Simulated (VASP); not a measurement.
# K8HPt4 (a cell with a defect) in VASP: further runs

The runs below take K8HPt4 (a cell with a defect) through single point, with PBEsol.

Everything below comes from runs of VASP 6.6.1. Logs are shortened: lines on timing, memory, paths and dates and some standing lists are left out, and cuts for length are marked.

## Step 1: The cell of the first run

The cell holds a defect, 13 atoms: a = 7.563 Å, b = 7.563 Å, c = 7.563 Å, α = 90.00°, β = 90.00°, γ = 90.00°.

## Step 2: Single point, PBEsol

File INCAR:

```
PREC     = Accurate       # precision mode
ENCUT    = 520            # plane-wave cutoff, eV
EDIFF    = 1E-6           # SCF threshold, eV
ISMEAR   = -1             # smearing method
SIGMA    = 0.1            # smearing width, eV
LREAL    = False          # projectors in reciprocal space
LASPH    = True           # aspherical terms in the spheres
NELM     = 60             # most SCF steps
ALGO     = Normal         # electronic algorithm
ISIF     = 2              # what is computed and relaxed
LWAVE    = False          # write WAVECAR
LCHARG   = False          # write CHGCAR
GGA      = PS             # functional
NBANDS   = 68             # bands
```

File KPOINTS:

```
Automatic mesh
0
Gamma
  2 2 2
```

File POSCAR:

```
K8HPt4
1.0
    7.5629260000      0.0000000000      0.0000000000
    0.0000000000      7.5629260000      0.0000000000
    0.0000000000      0.0000000000      7.5629260000
K Pt H
8 4 1
Direct
    0.7370220203      0.7671575790      0.7502645140
    0.2375128356      0.2707264358      0.2958358974
    0.2373599847      0.2705788738      0.7038884157
    0.7371292539      0.7672649448      0.2493619533
    0.2410975593      0.7635019832      0.2452179223
    0.7318580137      0.2697396484      0.7540886953
    0.7319489838      0.2697775967      0.2454159938
    0.2410556443      0.7634125998      0.7542867668
    0.0348399548      0.0610973848     -0.0003366422
    0.4467893776      0.4749793929     -0.0001685855
    0.4976146798      0.0047791027      0.4998170020
   -0.0266485485      0.5288228392      0.4998184565
    0.1932142401      0.2068126807     -0.0002411765
```

Potentials or basis: VASP PAW PBE potentials, release 64 (K_sv, Pt, H).

Started as:

```sh
cat potpaw_PBE.64/K_sv/POTCAR potpaw_PBE.64/Pt/POTCAR potpaw_PBE.64/H/POTCAR > POTCAR
mpirun -np 1 vasp_std > vasp.out
```

OUTCAR:

```text
PREC = Accurate
   ENCUT = 520
   EDIFF = 1E-6
   ISMEAR = -1
   LREAL = False
   LASPH = True
   NELM = 60
   ISIF = 2
   GGA = PS

 ion  position               nearest neighbor table
   1  0.737  0.767  0.750-  12 3.17  11 3.18  10 3.64   8 3.75   6 3.76   4 3.77   4 3.79   6 3.80

   2  0.238  0.271  0.296-  13 2.32   3 3.09   9 3.14  10 3.15  12 3.19  11 3.21   5 3.75   7 3.76

   3  0.237  0.271  0.704-  13 2.31   2 3.09   9 3.14  10 3.15  12 3.19  11 3.21   8 3.75   6 3.76

   4  0.737  0.767  0.249-  12 3.17  11 3.18  10 3.64   5 3.75   7 3.76   1 3.77   1 3.79   7 3.80

   5  0.241  0.764  0.245-  10 3.26  11 3.29   9 3.31  12 3.31   8 3.71   2 3.75   4 3.75
   6  0.732  0.270  0.754-  10 3.24  11 3.29  12 3.30   9 3.35   7 3.72   3 3.76   1 3.76   1 3.80

   7  0.732  0.270  0.245-  10 3.24  11 3.30  12 3.30   9 3.35   6 3.72   2 3.76   4 3.76   4 3.80

   8  0.241  0.763  0.754-  10 3.26  11 3.29   9 3.31  12 3.31   5 3.71   3 3.75   1 3.75
   9  0.035  0.061  1.000-  13 1.63   3 3.14   2 3.14   8 3.31   5 3.31   6 3.35   7 3.35
  10  0.447  0.475  1.000-   2 3.15   3 3.15   7 3.24   6 3.24   5 3.26   8 3.26   1 3.64   4 3.64

  11  0.498  0.005  0.500-   1 3.18   4 3.18   2 3.21   3 3.21   8 3.29   5 3.29   6 3.29   7 3.30

  12  0.973  0.529  0.500-   1 3.17   4 3.17   2 3.19   3 3.19   6 3.30   7 3.30   8 3.31   5 3.31

  13  0.193  0.207  1.000-   9 1.63   3 2.31   2 2.32

  LATTYP: Found a simple cubic cell.
 ALAT       =     7.5629260000

  Lattice vectors:

 A1 = (   7.5629260000,   0.0000000000,   0.0000000000)
 A2 = (   0.0000000000,   7.5629260000,   0.0000000000)
 A3 = (   0.0000000000,   0.0000000000,   7.5629260000)

Analysis of symmetry for initial positions (statically):
=====================================================================
 Subroutine PRICEL returns:
 Original cell was already a primitive cell.

 Routine SETGRP: Setting up the symmetry group for a
 simple cubic supercell.

 Subroutine GETGRP returns: Found  1 space group operations
 (whereof  1 operations were pure point group operations)
 out of a pool of 48 trial point group operations.

The static configuration has the point symmetry C_1 .

Analysis of symmetry for dynamics (positions and initial velocities):
=====================================================================
 Subroutine PRICEL returns:
 Original cell was already a primitive cell.

 Routine SETGRP: Setting up the symmetry group for a
 simple cubic supercell.

 Subroutine GETGRP returns: Found  1 space group operations
 (whereof  1 operations were pure point group operations)
 out of a pool of 48 trial point group operations.

The dynamic configuration has the point symmetry C_1 .

 Subroutine INISYM returns: Found  1 space group operations
 (whereof  1 operations are pure point group operations),
 and found     1 'primitive' translations

----------------------------------------------------------------------------------------

                                     Primitive cell

  volume of cell :     432.5831

  direct lattice vectors                    reciprocal lattice vectors
     7.562926000  0.000000000  0.000000000     0.132223957  0.000000000  0.000000000
     0.000000000  7.562926000  0.000000000     0.000000000  0.132223957  0.000000000
     0.000000000  0.000000000  7.562926000     0.000000000  0.000000000  0.132223957

  length of vectors
     7.562926000  7.562926000  7.562926000     0.132223957  0.132223957  0.132223957

  position of ions in fractional coordinates (direct lattice)
     0.737022020  0.767157579  0.750264514
     0.237512836  0.270726436  0.295835897
     0.237359985  0.270578874  0.703888416
     0.737129254  0.767264945  0.249361953
     0.241097559  0.763501983  0.245217922
     0.731858014  0.269739648  0.754088695
     0.731948984  0.269777597  0.245415994
     0.241055644  0.763412600  0.754286767
     0.034839955  0.061097385  0.999663358
     0.446789378  0.474979393  0.999831415
     0.497614680  0.004779103  0.499817002
     0.973351452  0.528822839  0.499818457
     0.193214240  0.206812681  0.999758824

  ion indices of the primitive-cell ions
   primitive index   ion index
                 1           1
                 2           2
                 3           3
                 4           4
                 5           5
                 6           6
                 7           7
                 8           8
                 9           9
                10          10
                11          11
                12          12
                13          13

----------------------------------------------------------------------------------------

 KPOINTS: Automatic mesh

Automatic generation of k-mesh.
 Grid dimensions read from file:
 generate k-points for:    2    2    2

 Generating k-lattice:

  Cartesian coordinates                     Fractional coordinates (reciprocal lattice)
     0.066111978  0.000000000  0.000000000     0.500000000  0.000000000  0.000000000
     0.000000000  0.066111978  0.000000000     0.000000000  0.500000000  0.000000000
     0.000000000  0.000000000  0.066111978     0.000000000  0.000000000  0.500000000

  Length of vectors
     0.066111978  0.066111978  0.066111978

  Shift w.r.t. Gamma in fractional coordinates (k-lattice)
     0.000000000  0.000000000  0.000000000

 Subroutine IBZKPT returns following result:
 ===========================================

 Found      8 irreducible k-points:

 Following reciprocal coordinates:
            Coordinates               Weight
  0.000000  0.000000  0.000000      1.000000
  0.500000  0.000000  0.000000      1.000000
  0.000000  0.500000  0.000000      1.000000
  0.000000  0.000000  0.500000      1.000000
  0.500000  0.500000  0.000000      1.000000
  0.000000  0.500000  0.500000      1.000000
  0.500000  0.000000  0.500000      1.000000
  0.500000  0.500000  0.500000      1.000000
   k-points           NKPTS =      8   k-points in BZ     NKDIM =      8   number of bands    NBANDS=     68
   number of dos      NEDOS =    301   number of ions     NIONS =     13
   total plane-waves  NPLWV = 175616
   dimension x,y,z NGX =    56 NGY =   56 NGZ =   56
   dimension x,y,z NGXF=   112 NGYF=  112 NGZF=  112
   ions per type =               8   4   1
   NGX,Y,Z   is equivalent  to a cutoff of  12.31, 12.31, 12.31 a.u.
   NGXF,Y,Z  is equivalent  to a cutoff of  24.62, 24.62, 24.62 a.u.
 SYSTEM =  unknown system
   PREC   = accura    normal or accurate (medium, high low for compatibility)
   ISTART =      0    job   : 0-new  1-cont  2-samecut
   ICHARG =      2    charge: 1-file 2-atom 10-const
   ISPIN  =      1    spin polarized calculation?
   LNONCOLLINEAR =      F non collinear calculations
   LSORBIT =      F    spin-orbit coupling
   LASPH  =      T    aspherical Exc in radial PAW
   ENCUT  =  520.0 eV  38.22 Ry    6.18 a.u.  14.06 14.06 14.06*2*pi/ulx,y,z
   NELM   =     60;   NELMIN=  2; NELMDL= -5     # of ELM steps
   EDIFF  = 0.1E-05   stopping-criterion for ELM
   LREAL  =      F    real-space projection
   EDIFFG = 0.1E-04   stopping-criterion for IOM
   NSW    =      0    number of steps for IOM
   IBRION =     -1    ionic relax: 0-MD 1-quasi-New 2-CG
   NFREE  =      0    steps in history (QN), initial steepest desc. (CG)
   ISIF   =      2    stress and relaxation
   ISYM   =      2    0-nonsym 1-usesym 2-fastsym
   POTIM  = 0.5000    time-step for ionic-motion
   TEBEG  =    0.0;   TEEND  =   0.0 temperature during run
   PSTRESS=    0.0 pullay stress
   NELECT =     113.0000    total number of electrons
   NUPDOWN=      -1.0000    fix difference up-down
   EMIN   =  10.00;   EMAX   =-10.00  energy-range for DOS
   EFERMI =   0.00;   METHOD = LEGACY
   ISMEAR =    -1;   SIGMA  =   0.10  broadening in eV -4-tet -1-fermi 0-gaus
   EFERMI_NEDOS =   21; number of points for ismear=-14 and -15
   IALGO  =     38    algorithm
   IMIX   =      4    mixing-type and parameters
     AMIX     =   0.40;   BMIX     =  1.00
     AMIX_MAG =   1.60;   BMIX_MAG =  1.00
  volume/ion in A,a.u.               =      33.28       224.55
  Fermi-wavevector in a.u.,A,eV,Ry     =   1.046513  1.977622 14.900946  1.095189
  Thomas-Fermi vector in A             =   2.181354
   LORBIT       =      0    0 simple, 1 ext, 2 COOP (PROOUT), +10 PAW based schemes
   GGA     = PS    functional components
   LHFCALC =     F    Hartree Fock is set to
   AEXX    =    0.0000 exact exchange contribution
   IVDW    =     0    specifies the selected vdW correction
   LEPSILON=     F    determine dielectric tensor
   LRPA    =     F    only Hartree local field effects (RPA)
 non-spin polarized calculation
  energy-cutoff  :      520.00
  volume of cell :      432.58
 maximum number of plane-waves:     11656
   NGX = 29   NGY = 29   NGZ = 29

 number of electron     112.9999993 magnetization

 Free energy of the ion-electron system (eV)
  ---------------------------------------------------
  ext. energy  EPLUGINS =         0.00000000
  ---------------------------------------------------
  free energy    TOTEN  =       -37.97078970 eV

  energy without entropy =      -37.86593936  energy(sigma->0) =      -37.91836453

 E-fermi :   1.3777     XC(G=0):  -7.8297

 val. band max:        1.3218878503   @ k =   0.0000   0.0000   0.5000
 cond. band min:       1.5719498298   @ k =   0.5000   0.5000   0.5000
 fundamental gap:      0.2500619795
 Fermi energy:         1.3776787871

 k-point     1 :       0.0000    0.0000    0.0000
  band No.  band energies     occupation
      1     -29.4260      2.00000
      2     -29.4035      2.00000
      3     -29.3071      2.00000
      4     -29.3021      2.00000
      5     -29.2843      2.00000
      6     -29.2792      2.00000
[... 60 lines left out ...]
     67       4.2953      0.00000
     68       4.3714      0.00000
[... 495 lines left out ...]
     67       4.5930      0.00000
     68       4.6578      0.00000

------------------------ aborting loop because EDIFF is reached ----------------------------------------

  FORCE on cell =-STRESS in cart. coord.  units (eV):
  Direction    XX          YY          ZZ          XY          YZ          ZX
  --------------------------------------------------------------------------------------
  -------------------------------------------------------------------------------------
  Total       -1.4905123     -1.4361022      2.8008870     -1.2765137     -0.0040200     -0.0033622
  in kB       -5.5204767     -5.3189559     10.3737700     -4.7278807     -0.0148890     -0.0124527
  external PRESSURE =      -0.1552209 kB  Pullay stress =       0.0000000 kB

 VOLUME and BASIS-vectors are now :
 -----------------------------------------------------------------------------
  energy-cutoff  :      520.00
  volume of cell :      432.58
      direct lattice vectors                 reciprocal lattice vectors
     7.562926000  0.000000000  0.000000000     0.132223957  0.000000000  0.000000000
     0.000000000  7.562926000  0.000000000     0.000000000  0.132223957  0.000000000
     0.000000000  0.000000000  7.562926000     0.000000000  0.000000000  0.132223957

 POSITION                                       TOTAL-FORCE (eV/Angst)
 -----------------------------------------------------------------------------------
      5.57404      5.80196      5.67419        -0.054479     -0.052904      0.007694
      1.79629      2.04748      2.23739         0.076301      0.077156     -0.026534
      1.79514      2.04637      5.32346         0.078305      0.079449      0.021185
      5.57485      5.80277      1.88591        -0.054698     -0.053175     -0.007573
      1.82340      5.77431      1.85457        -0.005470      0.031208      0.002228
      5.53499      2.04002      5.70312         0.030869     -0.003897     -0.001799
      5.53568      2.04031      1.85606         0.031072     -0.004017      0.001915
      1.82309      5.77363      5.70462        -0.005322      0.030997     -0.002122
      0.26349      0.46208      7.56038        -0.071515     -0.066972      0.003341
      3.37904      3.59223      7.56165         0.153115      0.161651     -0.000725
      3.76342      0.03614      3.78008        -0.001473      0.014735     -0.000536
      7.36138      3.99945      3.78009         0.013289     -0.000708     -0.000532
      1.46127      1.56411      7.56110        -0.189995     -0.213525      0.003458
 -----------------------------------------------------------------------------------
    total drift:                               -0.000073     -0.000215     -0.000136

  FREE ENERGIE OF THE ION-ELECTRON SYSTEM (eV)
  ---------------------------------------------------
  free  energy   TOTEN  =       -37.9707897049 eV

  energy  without entropy=      -37.8659393558  energy(sigma->0) =      -37.91836453
```

It took 5.2 min on 1 thread of Intel Xeon Platinum 8124M at 3.00GHz (Skylake/Cascade Lake), shared host; peak memory 0.55 GiB.

What came out:

```yaml
Free_energy: -37.9708 eV
Pressure: 0.0 GPa
Largest_force: 0.286 eV/Å
Band_gap_on_the_k_mesh: zero (an odd number of electrons rules out a gap without spin polarisation)
```

Forces in eV/Å, atoms in the order of the input:
```
K   -0.054 -0.053  0.008
K    0.076  0.077 -0.027
K    0.078  0.079  0.021
K   -0.055 -0.053 -0.008
K   -0.005  0.031  0.002
K    0.031 -0.004 -0.002
K    0.031 -0.004  0.002
K   -0.005  0.031 -0.002
Pt  -0.072 -0.067  0.003
Pt   0.153  0.162 -0.001
Pt  -0.001  0.015 -0.001
Pt   0.013 -0.001 -0.001
H   -0.190 -0.214  0.003
```

Caveat: the k points lie up to 0.42 Å⁻¹ apart, too coarse for converged energies and pressures of a metal; the PAW data sets were made with another functional, which shifts forces and pressure a little; spin-orbit coupling is left out, which moves the levels of the heavy elements.

## Step 3: Single point, PBEsol

File INCAR:

```
SYSTEM = K8HPt4
PREC = Accurate
ENCUT = 520
EDIFF = 1E-6
ISMEAR = -1
SIGMA = 0.1
LREAL = .False.
LASPH = .True.
NELM = 80
ALGO = Normal
ISIF = 2
LWAVE = .False.
LCHARG = .False.
GGA = PS
NBANDS = 68
```

File KPOINTS:

```
regular mesh
0
Gamma
  2 2 2
  0 0 0
```

File POSCAR:

```
K8HPt4
1.0
    7.5629260000      0.0000000000      0.0000000000
    0.0000000000      7.5629260000      0.0000000000
    0.0000000000      0.0000000000      7.5629260000
K Pt H
8 4 1
Direct
    0.7533319776      0.7831020692      0.7499958349
    0.2191942642      0.2517546780      0.3043015362
    0.2190707671      0.2516646335      0.6953655239
    0.7535248923      0.7833001407      0.2495959897
    0.2439004428      0.7569383860      0.2446405003
    0.7261522855      0.2721165062      0.7546776208
    0.7262051751      0.2722046996      0.2447907067
    0.2438160839      0.7568885376      0.7548163237
    0.0413228954      0.0675033710     -0.0004161088
    0.4095109485      0.4355430689      0.0001771801
    0.5001606521      0.0020153575      0.4997913506
   -0.0288573497      0.5310340204      0.4997860616
    0.2564771889      0.2751973244     -0.0003949530
```

Potentials or basis: VASP PAW PBE potentials, release 64 (K_sv, Pt, H).

Started as:

```sh
cat potpaw_PBE.64/K_sv/POTCAR potpaw_PBE.64/Pt/POTCAR potpaw_PBE.64/H/POTCAR > POTCAR
mpirun -np 1 vasp_std > vasp.out
```

It took 4.6 min on 1 thread of Intel Xeon Platinum 8124M at 3.00GHz (Skylake/Cascade Lake), shared host; peak memory 0.55 GiB.

It converged, with:

- Free energy: -37.8918 eV
- Pressure: 0.0 GPa
- Largest force: 0.064 eV/Å
- Band gap on the k mesh: zero (an odd number of electrons rules out a gap without spin polarisation)

Forces in eV/Å, atoms in the order of the input:
```
K   -0.003 -0.003  0.010
K    0.002 -0.001  0.005
K    0.006  0.003 -0.010
K   -0.004 -0.004 -0.009
K   -0.001 -0.001  0.000
K    0.001  0.002  0.002
K    0.002  0.001  0.000
K    0.000 -0.003  0.001
Pt  -0.019 -0.016  0.005
Pt   0.043  0.046 -0.011
Pt   0.002 -0.003  0.000
Pt  -0.002  0.002  0.000
H   -0.028 -0.023  0.009
```

Stress tensor (GPa, compression positive):
```
-0.81 -0.75  0.00
-0.75 -0.81  0.00
 0.00  0.00  1.55
```

Levels at points of the mesh, in eV from the Fermi level:
```csv
k point,band 53,band 54,band 55,band 56,band 57,band 58,band 59,band 60
"(0.00, 0.00, 0.00)",-1.24,-1.21,-1.19,-1.18,-0.22,0.46,0.47,1.81
"(0.50, 0.00, 0.00)",-1.26,-1.25,-1.24,-1.24,0.26,0.98,1.22,1.40
"(0.00, 0.50, 0.00)",-1.26,-1.25,-1.24,-1.23,0.25,0.99,1.22,1.40
"(0.00, 0.00, 0.50)",-1.25,-1.21,-1.19,-1.18,-0.10,1.01,1.27,1.30
"(0.50, 0.50, 0.00)",-1.27,-1.25,-1.24,-1.20,-0.08,0.67,0.89,0.99
"(0.00, 0.50, 0.50)",-1.27,-1.26,-1.25,-1.23,0.29,0.69,0.73,1.03
"(0.50, 0.00, 0.50)",-1.27,-1.26,-1.25,-1.24,0.31,0.69,0.70,1.03
"(0.50, 0.50, 0.50)",-1.25,-1.25,-1.23,-1.21,-0.29,0.14,0.17,0.21
```

Caveat: the k points lie up to 0.42 Å⁻¹ apart, too coarse for converged energies and pressures of a metal; the PAW data sets were made with another functional, which shifts forces and pressure a little; spin-orbit coupling is left out, which moves the levels of the heavy elements.
